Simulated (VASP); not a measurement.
# GaGe3 (I4/mmm) in VASP: single point with PBE

Aim: the single point of GaGe3 with PBE.

Program: VASP 6.6.1. These are calculated values, not measurements. Logs are shortened: lines on timing, memory, paths and dates and some standing lists are left out, and cuts for length are marked.

## (1) The cell of the first run

It takes space group I4/mmm (No. 139, tetragonal). Conventional cell: a = 4.128 Å, b = 4.128 Å, c = 9.221 Å, α = 90.00°, β = 90.00°, γ = 90.00°. Ga (site symmetry 4/mmm) has 12 Ge at 2.92 to 3.09 Å within 3.8 Å. Ge (site symmetry 4/mmm) has 4 Ga at 2.92 Å and 8 Ge at 3.09 Å within 3.8 Å. Within 3.8 Å of Ge (site symmetry -4m2) lie 8 Ge at 2.92 to 3.09 Å and 4 Ga at 3.09 Å.

## (2) Single point, PBE

Contents of INCAR:

```
PREC     = Accurate       # precision mode
ENCUT    = 520            # plane-wave cutoff, eV
EDIFF    = 1E-6           # SCF threshold, eV
ISMEAR   = 0              # smearing method
SIGMA    = 0.1            # smearing width, eV
LREAL    = False          # projectors in reciprocal space
LASPH    = True           # aspherical terms in the spheres
NELM     = 60             # most SCF steps
ALGO     = Normal         # electronic algorithm
ISIF     = 2              # what is computed and relaxed
LWAVE    = False          # write WAVECAR
LCHARG   = True           # write CHGCAR
GGA      = PE             # functional
LELF     = True           # ELF
LVHAR    = True         
NBANDS   = 36             # bands
```

Contents of KPOINTS:

```
Automatic mesh
0
Gamma
  6 6 6
```

Contents of POSCAR:

```
GaGe3
1.0
   -2.0639914828      2.0639914828      4.6104744811
    2.0639914828     -2.0639914828      4.6104744811
    2.0639914828      2.0639914828     -4.6104744811
Ga Ge
1 3
Direct
    0.0000000000      0.0000000000      0.0000000000
    0.5000000000      0.5000000000      0.0000000000
    0.2500000000      0.7500000000      0.5000000000
    0.7500000000      0.2500000000      0.5000000000
```

Potentials or basis: VASP PAW PBE potentials, release 64 (Ga_d, Ge_d).

Command:

```bash
cat potpaw_PBE.64/Ga_d/POTCAR potpaw_PBE.64/Ge_d/POTCAR > POTCAR
mpirun -np 1 vasp_std > vasp.out
```

OUTCAR:

```text
PREC = Accurate
   ENCUT = 520
   EDIFF = 1E-6
   ISMEAR = 0
   LREAL = False
   LASPH = True
   NELM = 60
   ISIF = 2
   GGA = PE

 ion  position               nearest neighbor table
   1  0.000  0.000  0.000-   2 2.92   2 2.92   2 2.92   2 2.92
   2  0.500  0.500  0.000-   1 2.92   1 2.92   1 2.92   1 2.92
   3  0.250  0.750  0.500-   4 2.92   4 2.92   4 2.92   4 2.92
   4  0.750  0.250  0.500-   3 2.92   3 2.92   3 2.92   3 2.92

  LATTYP: Found a body centered tetragonal cell.
 ALAT       =     4.1279829656
 C/A-ratio  =     2.2337662338

  Lattice vectors:

 A1 = (  -2.0639914828,   2.0639914828,   4.6104744811)
 A2 = (   2.0639914828,  -2.0639914828,   4.6104744811)
 A3 = (   2.0639914828,   2.0639914828,  -4.6104744811)

Analysis of symmetry for initial positions (statically):
=====================================================================
 Subroutine PRICEL returns:
 Original cell was already a primitive cell.

 Routine SETGRP: Setting up the symmetry group for a
 body centered tetragonal supercell.

 Subroutine GETGRP returns: Found 16 space group operations
 (whereof 16 operations were pure point group operations)
 out of a pool of 16 trial point group operations.

The static configuration has the point symmetry D_4h.

Analysis of symmetry for dynamics (positions and initial velocities):
=====================================================================
 Subroutine PRICEL returns:
 Original cell was already a primitive cell.

 Routine SETGRP: Setting up the symmetry group for a
 body centered tetragonal supercell.

 Subroutine GETGRP returns: Found 16 space group operations
 (whereof 16 operations were pure point group operations)
 out of a pool of 16 trial point group operations.

The dynamic configuration has the point symmetry D_4h.

 Subroutine INISYM returns: Found 16 space group operations
 (whereof 16 operations are pure point group operations),
 and found     1 'primitive' translations

----------------------------------------------------------------------------------------

                                     Primitive cell

  volume of cell :      78.5636

  direct lattice vectors                    reciprocal lattice vectors
    -2.063991483  2.063991483  4.610474481     0.000000000  0.242249062  0.108448708
     2.063991483 -2.063991483  4.610474481     0.242249062  0.000000000  0.108448708
     2.063991483  2.063991483 -4.610474481     0.242249062  0.242249062  0.000000000

  length of vectors
     5.456793621  5.456793621  5.456793621     0.265416145  0.265416145  0.342591908

  position of ions in fractional coordinates (direct lattice)
     0.000000000  0.000000000  0.000000000
     0.500000000  0.500000000  0.000000000
     0.250000000  0.750000000  0.500000000
     0.750000000  0.250000000  0.500000000

  ion indices of the primitive-cell ions
   primitive index   ion index
                 1           1
                 2           2
                 3           3
                 4           4

----------------------------------------------------------------------------------------

 KPOINTS: Automatic mesh

Automatic generation of k-mesh.
 Grid dimensions read from file:
 generate k-points for:    6    6    6

 Generating k-lattice:

  Cartesian coordinates                     Fractional coordinates (reciprocal lattice)
     0.000000000  0.040374844  0.018074785     0.166666667  0.000000000  0.000000000
     0.040374844  0.000000000  0.018074785     0.000000000  0.166666667  0.000000000
     0.040374844  0.040374844  0.000000000     0.000000000  0.000000000  0.166666667

  Length of vectors
     0.044236024  0.044236024  0.057098651

  Shift w.r.t. Gamma in fractional coordinates (k-lattice)
     0.000000000  0.000000000  0.000000000

 Subroutine IBZKPT returns following result:
 ===========================================

 Found     30 irreducible k-points:

 Following reciprocal coordinates:
            Coordinates               Weight
  0.000000  0.000000  0.000000      1.000000
  0.166667 -0.000000  0.000000      8.000000
  0.333333  0.000000 -0.000000      8.000000
  0.500000 -0.000000  0.000000      4.000000
  0.166667  0.166667  0.000000      8.000000
  0.333333  0.166667  0.000000     16.000000
[... 16 lines left out ...]
 -0.333333 -0.333333  0.166667      8.000000
 -0.166667 -0.333333  0.166667      8.000000
 [... further k-points ...]
   k-points           NKPTS =     30   k-points in BZ     NKDIM =     30   number of bands    NBANDS=     36
   number of dos      NEDOS =    301   number of ions     NIONS =      4
   total plane-waves  NPLWV =  74088
   dimension x,y,z NGX =    42 NGY =   42 NGZ =   42
   dimension x,y,z NGXF=    84 NGYF=   84 NGZF=   84
   ions per type =               1   3
   NGX,Y,Z   is equivalent  to a cutoff of  12.80, 12.80, 12.80 a.u.
   NGXF,Y,Z  is equivalent  to a cutoff of  25.59, 25.59, 25.59 a.u.
 SYSTEM =  unknown system
   PREC   = accura    normal or accurate (medium, high low for compatibility)
   ISTART =      0    job   : 0-new  1-cont  2-samecut
   ICHARG =      2    charge: 1-file 2-atom 10-const
   ISPIN  =      1    spin polarized calculation?
   LNONCOLLINEAR =      F non collinear calculations
   LSORBIT =      F    spin-orbit coupling
   LASPH  =      T    aspherical Exc in radial PAW
   ENCUT  =  520.0 eV  38.22 Ry    6.18 a.u.  10.15 10.15 10.15*2*pi/ulx,y,z
   NELM   =     60;   NELMIN=  2; NELMDL= -5     # of ELM steps
   EDIFF  = 0.1E-05   stopping-criterion for ELM
   LREAL  =      F    real-space projection
   EDIFFG = 0.1E-04   stopping-criterion for IOM
   NSW    =      0    number of steps for IOM
   IBRION =     -1    ionic relax: 0-MD 1-quasi-New 2-CG
   NFREE  =      0    steps in history (QN), initial steepest desc. (CG)
   ISIF   =      2    stress and relaxation
   ISYM   =      2    0-nonsym 1-usesym 2-fastsym
   POTIM  = 0.5000    time-step for ionic-motion
   TEBEG  =    0.0;   TEEND  =   0.0 temperature during run
   PSTRESS=    0.0 pullay stress
   NELECT =      55.0000    total number of electrons
   NUPDOWN=      -1.0000    fix difference up-down
   EMIN   =  10.00;   EMAX   =-10.00  energy-range for DOS
   EFERMI =   0.00;   METHOD = LEGACY
   ISMEAR =     0;   SIGMA  =   0.10  broadening in eV -4-tet -1-fermi 0-gaus
   EFERMI_NEDOS =   21; number of points for ismear=-14 and -15
   IALGO  =     38    algorithm
   IMIX   =      4    mixing-type and parameters
     AMIX     =   0.40;   BMIX     =  1.00
     AMIX_MAG =   1.60;   BMIX_MAG =  1.00
  volume/ion in A,a.u.               =      19.64       132.54
  Fermi-wavevector in a.u.,A,eV,Ry     =   1.453635  2.746971 28.749839  2.113054
  Thomas-Fermi vector in A             =   2.570878
   LORBIT       =      0    0 simple, 1 ext, 2 COOP (PROOUT), +10 PAW based schemes
   GGA     = PE    functional components
   LHFCALC =     F    Hartree Fock is set to
   AEXX    =    0.0000 exact exchange contribution
   IVDW    =     0    specifies the selected vdW correction
   LEPSILON=     F    determine dielectric tensor
   LRPA    =     F    only Hartree local field effects (RPA)
 non-spin polarized calculation
 Gauss-broadening in eV      SIGMA  =   0.10
  energy-cutoff  :      520.00
  volume of cell :       78.56
 maximum number of plane-waves:      2132
 NGX is ok and might be reduce to    42
   NGX = 21   NGY = 21   NGZ = 21

 number of electron      55.0000009 magnetization

 Free energy of the ion-electron system (eV)
  ---------------------------------------------------
  ext. energy  EPLUGINS =         0.00000000
  ---------------------------------------------------
  free energy    TOTEN  =       -15.44901483 eV

  energy without entropy =      -15.43546773  energy(sigma->0) =      -15.44224128

 E-fermi :   6.1198     XC(G=0): -11.0265

 val. band max:        6.1110991661   @ k =  -0.3333   0.5000   0.1667
 cond. band min:       6.1247421600   @ k =  -0.3333  -0.3333   0.3333
 fundamental gap:      0.0136429939
 Fermi energy:         6.1198298678

 k-point     1 :       0.0000    0.0000    0.0000
  band No.  band energies     occupation
      1     -18.7244      2.00000
      2     -18.6829      2.00000
      3     -18.6768      2.00000
      4     -18.6620      2.00000
      5     -18.6620      2.00000
      6     -18.6410      2.00000
[... 28 lines left out ...]
     35      14.2649      0.00000
     36      15.1559      0.00000

 k-point     2 :       0.1667   -0.0000    0.0000
  band No.  band energies     occupation
      1     -18.7136      2.00000
      2     -18.6784      2.00000
      3     -18.6720      2.00000
      4     -18.6626      2.00000
      5     -18.6623      2.00000
      6     -18.6417      2.00000
[... 28 lines left out ...]
     35      14.0523      0.00000
     36      15.0595      0.00000

 k-point     3 :       0.3333    0.0000   -0.0000
  band No.  band energies     occupation
      1     -18.6839      2.00000
      2     -18.6686      2.00000
      3     -18.6625      2.00000
      4     -18.6605      2.00000
      5     -18.6554      2.00000
      6     -18.6432      2.00000
[... 28 lines left out ...]
     35      11.4906      0.00000
     36      14.2959      0.00000

 k-point     4 :       0.5000   -0.0000    0.0000
  band No.  band energies     occupation
      1     -18.6629      2.00000
      2     -18.6609      2.00000
      3     -18.6479      2.00000
      4     -18.6477      2.00000
      5     -18.6456      2.00000
      6     -18.6441      2.00000
[... 28 lines left out ...]
     35      12.4573      0.00000
     36      13.5013      0.00000

 k-point     5 :       0.1667    0.1667    0.0000
  band No.  band energies     occupation
      1     -18.7079      2.00000
      2     -18.6746      2.00000
      3     -18.6680      2.00000
      4     -18.6656      2.00000
      5     -18.6597      2.00000
      6     -18.6437      2.00000
[... 655 lines left out ...]
 k-point    22 :      -0.1667    0.5000    0.1667
  band No.  band energies     occupation
      1     -18.6840      2.00000
      2     -18.6697      2.00000
      3     -18.6689      2.00000
      4     -18.6609      2.00000
      5     -18.6579      2.00000
      6     -18.6422      2.00000
[... 28 lines left out ...]
     35      10.2739      0.00000
     36      13.8374      0.00000

 k-point    23 :      -0.3333   -0.3333    0.1667
  band No.  band energies     occupation
      1     -18.7073      2.00000
      2     -18.6794      2.00000
      3     -18.6704      2.00000
      4     -18.6674      2.00000
      5     -18.6672      2.00000
      6     -18.6405      2.00000
[... 28 lines left out ...]
     35      12.9121      0.00000
     36      13.2854      0.00000

 k-point    24 :      -0.1667   -0.3333    0.1667
  band No.  band energies     occupation
      1     -18.7132      2.00000
      2     -18.6795      2.00000
      3     -18.6738      2.00000
      4     -18.6720      2.00000
      5     -18.6693      2.00000
      6     -18.6344      2.00000
[... 28 lines left out ...]
     35      12.7689      0.00000
     36      13.2693      0.00000

 [... further k-points ...]

------------------------ aborting loop because EDIFF is reached ----------------------------------------

  FORCE on cell =-STRESS in cart. coord.  units (eV):
  Direction    XX          YY          ZZ          XY          YZ          ZX
  --------------------------------------------------------------------------------------
  -------------------------------------------------------------------------------------
  Total       -0.5043787     -0.5043787      0.2479202      0.0000000     -0.0000000      0.0000000
  in kB      -10.2859845    -10.2859845      5.0559295      0.0000000     -0.0000000      0.0000000
  external PRESSURE =      -5.1720132 kB  Pullay stress =       0.0000000 kB

 VOLUME and BASIS-vectors are now :
 -----------------------------------------------------------------------------
  energy-cutoff  :      520.00
  volume of cell :       78.56
      direct lattice vectors                 reciprocal lattice vectors
    -2.063991483  2.063991483  4.610474481     0.000000000  0.242249062  0.108448708
     2.063991483 -2.063991483  4.610474481     0.242249062  0.000000000  0.108448708
     2.063991483  2.063991483 -4.610474481     0.242249062  0.242249062  0.000000000

 POSITION                                       TOTAL-FORCE (eV/Angst)
 -----------------------------------------------------------------------------------
      0.00000      0.00000      0.00000        -0.000000     -0.000000      0.000000
      0.00000      0.00000      4.61047        -0.000000     -0.000000      0.000000
      2.06399      0.00000      2.30524        -0.000000      0.000000     -0.000000
      0.00000      2.06399      2.30524         0.000000     -0.000000     -0.000000
 -----------------------------------------------------------------------------------
    total drift:                               -0.000000     -0.000000      0.000000

  FREE ENERGIE OF THE ION-ELECTRON SYSTEM (eV)
  ---------------------------------------------------
  free  energy   TOTEN  =       -15.4490148340 eV

  energy  without entropy=      -15.4354677256  energy(sigma->0) =      -15.44224128
```

Run time: 4.1 min. Hardware: 1 thread of AMD EPYC 7R13 (Zen 3), shared host; peak memory 0.24 GiB.

Results:

```yaml
Free_energy: -15.4490 eV
Pressure: -0.5 GPa
```

Stress tensor (GPa, compression positive):
```
-1.03  0.00  0.00
 0.00 -1.03  0.00
 0.00  0.00  0.51
```
